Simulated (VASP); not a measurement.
# CdTe (F-43m) in VASP: a series of runs

CdTe is run at these levels: PBE; tasks: single point.

Program: VASP 6.6.1. These are calculated values, not measurements. Logs are shortened: lines on timing, memory, paths and dates and some standing lists are left out, and cuts for length are marked.

## 1. The cell of the first run

It takes space group F-43m (No. 216, cubic). Conventional cell: a = 6.410 Å, b = 6.410 Å, c = 6.410 Å, α = 90.00°, β = 90.00°, γ = 90.00°. Cd (site symmetry -43m) has 4 Te at 2.78 Å within 3.7 Å. Within 3.7 Å of Te (site symmetry -43m) lie 4 Cd at 2.78 Å.

## 2. Single point, PBE

INCAR

```
SYSTEM = CdTe
PREC = Accurate
ENCUT = 520
EDIFF = 1E-7
ISMEAR = 0
SIGMA = 0.01
LREAL = .FALSE.
LASPH = .TRUE.
NELM = 100
ALGO = Normal
ISIF = 2
LWAVE = .FALSE.
LCHARG = .TRUE.
GGA = PE
LELF = .TRUE.
LVHAR = .TRUE.
NBANDS = 16
```

KPOINTS

```
Automatic mesh
0
G
  4 4 4
  0 0 0
```

POSCAR

```
CdTe
1.0
    0.0000000000      3.2050000000      3.2050000000
    3.2050000000      0.0000000000      3.2050000000
    3.2050000000      3.2050000000      0.0000000000
Cd Te
1 1
Direct
    0.0000000000      0.0000000000      0.0000000000
    0.2500000000      0.2500000000      0.2500000000
```

Potentials or basis: VASP PAW PBE potentials, release 64 (Cd, Te).

Launch:

```bash
> cat potpaw_PBE.64/Cd/POTCAR potpaw_PBE.64/Te/POTCAR > POTCAR
> mpirun -np 1 vasp_std > vasp.out
```

OUTCAR:

```text
SYSTEM = CdTe
   PREC = Accurate
   ENCUT = 520
   EDIFF = 1E-7
   ISMEAR = 0
   LREAL = .FALSE.
   LASPH = .TRUE.
   NELM = 100
   ISIF = 2
   GGA = PE

 ion  position               nearest neighbor table
   1  0.000  0.000  0.000-   2 2.78   2 2.78   2 2.78   2 2.78
   2  0.250  0.250  0.250-   1 2.78   1 2.78   1 2.78   1 2.78

  LATTYP: Found a face centered cubic cell.
 ALAT       =     6.4100000000

  Lattice vectors:

 A1 = (   0.0000000000,   3.2050000000,   3.2050000000)
 A2 = (   3.2050000000,   0.0000000000,   3.2050000000)
 A3 = (   3.2050000000,   3.2050000000,   0.0000000000)

Analysis of symmetry for initial positions (statically):
=====================================================================
 Subroutine PRICEL returns:
 Original cell was already a primitive cell.

 Routine SETGRP: Setting up the symmetry group for a
 face centered cubic supercell.

 Subroutine GETGRP returns: Found 24 space group operations
 (whereof 24 operations were pure point group operations)
 out of a pool of 48 trial point group operations.

The static configuration has the point symmetry T_d .

Analysis of symmetry for dynamics (positions and initial velocities):
=====================================================================
 Subroutine PRICEL returns:
 Original cell was already a primitive cell.

 Routine SETGRP: Setting up the symmetry group for a
 face centered cubic supercell.

 Subroutine GETGRP returns: Found 24 space group operations
 (whereof 24 operations were pure point group operations)
 out of a pool of 48 trial point group operations.

The dynamic configuration has the point symmetry T_d .

 Subroutine INISYM returns: Found 24 space group operations
 (whereof 24 operations are pure point group operations),
 and found     1 'primitive' translations

----------------------------------------------------------------------------------------

                                     Primitive cell

  volume of cell :      65.8437

  direct lattice vectors                    reciprocal lattice vectors
     0.000000000  3.205000000  3.205000000    -0.156006240  0.156006240  0.156006240
     3.205000000  0.000000000  3.205000000     0.156006240 -0.156006240  0.156006240
     3.205000000  3.205000000  0.000000000     0.156006240  0.156006240 -0.156006240

  length of vectors
     4.532554467  4.532554467  4.532554467     0.270210734  0.270210734  0.270210734

  position of ions in fractional coordinates (direct lattice)
     0.000000000  0.000000000  0.000000000
     0.250000000  0.250000000  0.250000000

  ion indices of the primitive-cell ions
   primitive index   ion index
                 1           1
                 2           2

----------------------------------------------------------------------------------------

 KPOINTS: Automatic mesh

Automatic generation of k-mesh.
 Grid dimensions read from file:
 generate k-points for:    4    4    4

 Generating k-lattice:

  Cartesian coordinates                     Fractional coordinates (reciprocal lattice)
    -0.039001560  0.039001560  0.039001560     0.250000000  0.000000000  0.000000000
     0.039001560 -0.039001560  0.039001560     0.000000000  0.250000000  0.000000000
     0.039001560  0.039001560 -0.039001560     0.000000000  0.000000000  0.250000000

  Length of vectors
     0.067552684  0.067552684  0.067552684

  Shift w.r.t. Gamma in fractional coordinates (k-lattice)
     0.000000000  0.000000000  0.000000000

 Subroutine IBZKPT returns following result:
 ===========================================

 Found      8 irreducible k-points:

 Following reciprocal coordinates:
            Coordinates               Weight
  0.000000  0.000000  0.000000      1.000000
  0.250000  0.000000  0.000000      8.000000
  0.500000  0.000000  0.000000      4.000000
  0.250000  0.250000  0.000000      6.000000
  0.500000  0.250000  0.000000     24.000000
 -0.250000  0.250000  0.000000     12.000000
  0.500000  0.500000  0.000000      3.000000
 -0.250000  0.500000  0.250000      6.000000
   k-points           NKPTS =      8   k-points in BZ     NKDIM =      8   number of bands    NBANDS=     16
   number of dos      NEDOS =    301   number of ions     NIONS =      2
   total plane-waves  NPLWV =  46656
   dimension x,y,z NGX =    36 NGY =   36 NGZ =   36
   dimension x,y,z NGXF=    72 NGYF=   72 NGZF=   72
   ions per type =               1   1
   NGX,Y,Z   is equivalent  to a cutoff of  13.20, 13.20, 13.20 a.u.
   NGXF,Y,Z  is equivalent  to a cutoff of  26.41, 26.41, 26.41 a.u.
 SYSTEM =  CdTe
   PREC   = accura    normal or accurate (medium, high low for compatibility)
   ISTART =      0    job   : 0-new  1-cont  2-samecut
   ICHARG =      2    charge: 1-file 2-atom 10-const
   ISPIN  =      1    spin polarized calculation?
   LNONCOLLINEAR =      F non collinear calculations
   LSORBIT =      F    spin-orbit coupling
   LASPH  =      T    aspherical Exc in radial PAW
   ENCUT  =  520.0 eV  38.22 Ry    6.18 a.u.   8.43  8.43  8.43*2*pi/ulx,y,z
   NELM   =    100;   NELMIN=  2; NELMDL= -5     # of ELM steps
   EDIFF  = 0.1E-06   stopping-criterion for ELM
   LREAL  =      F    real-space projection
   EDIFFG = 0.1E-05   stopping-criterion for IOM
   NSW    =      0    number of steps for IOM
   IBRION =     -1    ionic relax: 0-MD 1-quasi-New 2-CG
   NFREE  =      0    steps in history (QN), initial steepest desc. (CG)
   ISIF   =      2    stress and relaxation
   ISYM   =      2    0-nonsym 1-usesym 2-fastsym
   POTIM  = 0.5000    time-step for ionic-motion
   TEBEG  =    0.0;   TEEND  =   0.0 temperature during run
   PSTRESS=    0.0 pullay stress
   NELECT =      18.0000    total number of electrons
   NUPDOWN=      -1.0000    fix difference up-down
   EMIN   =  10.00;   EMAX   =-10.00  energy-range for DOS
   EFERMI =   0.00;   METHOD = LEGACY
   ISMEAR =     0;   SIGMA  =   0.01  broadening in eV -4-tet -1-fermi 0-gaus
   EFERMI_NEDOS =   21; number of points for ismear=-14 and -15
   IALGO  =     38    algorithm
   IMIX   =      4    mixing-type and parameters
     AMIX     =   0.40;   BMIX     =  1.00
     AMIX_MAG =   1.60;   BMIX_MAG =  1.00
  volume/ion in A,a.u.               =      32.92       222.17
  Fermi-wavevector in a.u.,A,eV,Ry     =   1.062497  2.007828 15.359610  1.128899
  Thomas-Fermi vector in A             =   2.197950
   LORBIT       =      0    0 simple, 1 ext, 2 COOP (PROOUT), +10 PAW based schemes
   GGA     = PE    functional components
   LHFCALC =     F    Hartree Fock is set to
   AEXX    =    0.0000 exact exchange contribution
   IVDW    =     0    specifies the selected vdW correction
   LEPSILON=     F    determine dielectric tensor
   LRPA    =     F    only Hartree local field effects (RPA)
 non-spin polarized calculation
 Gauss-broadening in eV      SIGMA  =   0.01
  energy-cutoff  :      520.00
  volume of cell :       65.84
 maximum number of plane-waves:      1807
 NGX is ok and might be reduce to    36
   NGX = 17   NGY = 17   NGZ = 17

 number of electron      17.9999995 magnetization

 Free energy of the ion-electron system (eV)
  ---------------------------------------------------
  ext. energy  EPLUGINS =         0.00000000
  ---------------------------------------------------
  free energy    TOTEN  =        -4.66094267 eV

  energy without entropy =       -4.66094267  energy(sigma->0) =       -4.66094267

 E-fermi :   2.7703     XC(G=0):  -8.7174

 val. band max:        2.6820116151   @ k =   0.0000   0.0000   0.0000
 cond. band min:       3.5438213537   @ k =   0.0000   0.0000   0.0000
 fundamental gap:      0.8618097386
 Fermi energy:         2.7703221764

 k-point     1 :       0.0000    0.0000    0.0000
  band No.  band energies     occupation
      1      -8.6817      2.00000
      2      -5.7552      2.00000
      3      -5.7552      2.00000
      4      -5.7552      2.00000
      5      -5.4719      2.00000
      6      -5.4719      2.00000
[... 8 lines left out ...]
     15      12.0821      0.00000
     16      12.0821      0.00000

 k-point     2 :       0.2500    0.0000    0.0000
  band No.  band energies     occupation
      1      -8.4662      2.00000
      2      -5.7161      2.00000
      3      -5.7161      2.00000
      4      -5.5457      2.00000
      5      -5.4725      2.00000
      6      -5.4725      2.00000
[... 8 lines left out ...]
     15      11.1335      0.00000
     16      11.1335      0.00000

 k-point     3 :       0.5000    0.0000    0.0000
  band No.  band energies     occupation
      1      -8.2544      2.00000
      2      -5.6863      2.00000
      3      -5.6863      2.00000
      4      -5.4620      2.00000
      5      -5.4620      2.00000
      6      -5.0867      2.00000
[... 8 lines left out ...]
     15      13.0586      0.00000
     16      13.0586      0.00000

 k-point     4 :       0.2500    0.2500    0.0000
  band No.  band energies     occupation
      1      -8.3964      2.00000
      2      -5.6706      2.00000
      3      -5.6706      2.00000
      4      -5.5894      2.00000
      5      -5.4552      2.00000
      6      -5.4430      2.00000
[... 8 lines left out ...]
     15      12.6110      0.00000
     16      13.4497      0.00000

 k-point     5 :       0.5000    0.2500    0.0000
  band No.  band energies     occupation
      1      -8.1905      2.00000
      2      -5.6506      2.00000
      3      -5.6288      2.00000
      4      -5.5179      2.00000
      5      -5.4545      2.00000
      6      -5.0293      2.00000
[... 8 lines left out ...]
     15      13.2734      0.00000
     16      13.7771      0.00000

 k-point     6 :      -0.2500    0.2500    0.0000
  band No.  band energies     occupation
      1      -8.2572      2.00000
      2      -5.6677      2.00000
      3      -5.6664      2.00000
      4      -5.4810      2.00000
      5      -5.4808      2.00000
      6      -5.1775      2.00000
[... 8 lines left out ...]
     15      12.3074      0.00000
     16      13.8916      0.00000

 k-point     7 :       0.5000    0.5000    0.0000
  band No.  band energies     occupation
      1      -8.1250      2.00000
      2      -5.5912      2.00000
      3      -5.5752      2.00000
      4      -5.5752      2.00000
      5      -5.4385      2.00000
      6      -4.9334      2.00000
[... 8 lines left out ...]
     15      13.5362      0.00000
     16      14.3490      0.00000

 k-point     8 :      -0.2500    0.5000    0.2500
  band No.  band energies     occupation
      1      -8.1270      2.00000
      2      -5.6199      2.00000
      3      -5.6171      2.00000
      4      -5.5039      2.00000
      5      -5.4727      2.00000
      6      -4.8404      2.00000
[... 8 lines left out ...]
     15      13.9209      0.00000
     16      14.1026      0.00000

------------------------ aborting loop because EDIFF is reached ----------------------------------------

  FORCE on cell =-STRESS in cart. coord.  units (eV):
  Direction    XX          YY          ZZ          XY          YZ          ZX
  --------------------------------------------------------------------------------------
  -------------------------------------------------------------------------------------
  Total        1.9102413      1.9102413      1.9102413      0.0000000      0.0000000      0.0000000
  in kB       46.4819905     46.4819905     46.4819905      0.0000000      0.0000000      0.0000000
  external PRESSURE =      46.4819905 kB  Pullay stress =       0.0000000 kB

 VOLUME and BASIS-vectors are now :
 -----------------------------------------------------------------------------
  energy-cutoff  :      520.00
  volume of cell :       65.84
      direct lattice vectors                 reciprocal lattice vectors
     0.000000000  3.205000000  3.205000000    -0.156006240  0.156006240  0.156006240
     3.205000000  0.000000000  3.205000000     0.156006240 -0.156006240  0.156006240
     3.205000000  3.205000000  0.000000000     0.156006240  0.156006240 -0.156006240

 POSITION                                       TOTAL-FORCE (eV/Angst)
 -----------------------------------------------------------------------------------
      0.00000      0.00000      0.00000         0.000000      0.000000      0.000000
      1.60250      1.60250      1.60250        -0.000000     -0.000000     -0.000000
 -----------------------------------------------------------------------------------
    total drift:                               -0.000000     -0.000000     -0.000000

  FREE ENERGIE OF THE ION-ELECTRON SYSTEM (eV)
  ---------------------------------------------------
  free  energy   TOTEN  =        -4.6609426677 eV

  energy  without entropy=       -4.6609426677  energy(sigma->0) =       -4.66094267
```

Run time: 31 s. Hardware: 1 thread of AMD EPYC 7R13, shared host; peak memory 0.17 GiB.

Results:

```yaml
Free_energy: -4.6609 eV
Pressure: 4.6 GPa
Band_gap_on_the_k_mesh: 0.86 eV, direct
```

Levels at points of the mesh, in eV from the valence-band top:
```
           k point  band 7  band 8  band 9  band 10  band 11  band 12
(0.00, 0.00, 0.00)    0.00    0.00    0.00     0.86     4.56     4.56
(0.50, 0.00, 0.00)   -4.63   -0.83   -0.83     1.84     5.15     5.15
(0.50, 0.50, 0.00)   -4.48   -1.99   -1.99     2.52     2.65     9.03
```

Caveat: the k points lie up to 0.42 Å⁻¹ apart; spin-orbit coupling is left out, which moves the levels of the heavy elements. A hybrid or GW would open this gap; PBE tends to underestimate it.

## 3. Single point, PBE

INCAR

```
ALGO     = Normal         # electronic algorithm
EDIFF    = 1E-6           # SCF threshold, eV
ENCUT    = 520            # plane-wave cutoff, eV
GGA      = PE             # functional
ISIF     = 2              # what is computed and relaxed
ISMEAR   = 0              # smearing method
LASPH    = True           # aspherical terms in the spheres
LCHARG   = False          # write CHGCAR
LREAL    = False          # projectors in reciprocal space
LWAVE    = False          # write WAVECAR
NBANDS   = 16             # bands
NELM     = 60             # most SCF steps
PREC     = Accurate       # precision mode
SIGMA    = 0.01           # smearing width, eV
```

KPOINTS

```
k-points
0
Gamma
  8 8 8
```

POSCAR is that of step 2.

Potentials or basis: VASP PAW PBE potentials, release 64 (Cd, Te).

Launch:

```bash
> cat potpaw_PBE.64/Cd/POTCAR potpaw_PBE.64/Te/POTCAR > POTCAR
> mpirun -np 1 vasp_std > vasp.out
```

Run time: 53 s. Hardware: 1 thread of AMD EPYC 7R13, shared host; peak memory 0.19 GiB.

It converged, with:

* Free energy: -4.7267 eV
* Pressure: 4.4 GPa
* Band gap on the k mesh: 0.87 eV, direct

Levels at points of the mesh, in eV from the valence-band top:
| k point | band 7 | band 8 | band 9 | band 10 | band 11 | band 12 |
| --- | --- | --- | --- | --- | --- | --- |
| (0.00, 0.00, 0.00) | 0.00 | 0.00 | 0.00 | 0.87 | 4.58 | 4.58 |
| (0.50, 0.00, 0.00) | -4.62 | -0.83 | -0.83 | 1.85 | 5.17 | 5.17 |
| (0.50, 0.50, 0.00) | -4.47 | -1.98 | -1.98 | 2.53 | 2.66 | 9.03 |

Caveat: spin-orbit coupling is left out, which moves the levels of the heavy elements. As with any semilocal functional, this PBE gap is likely too small.
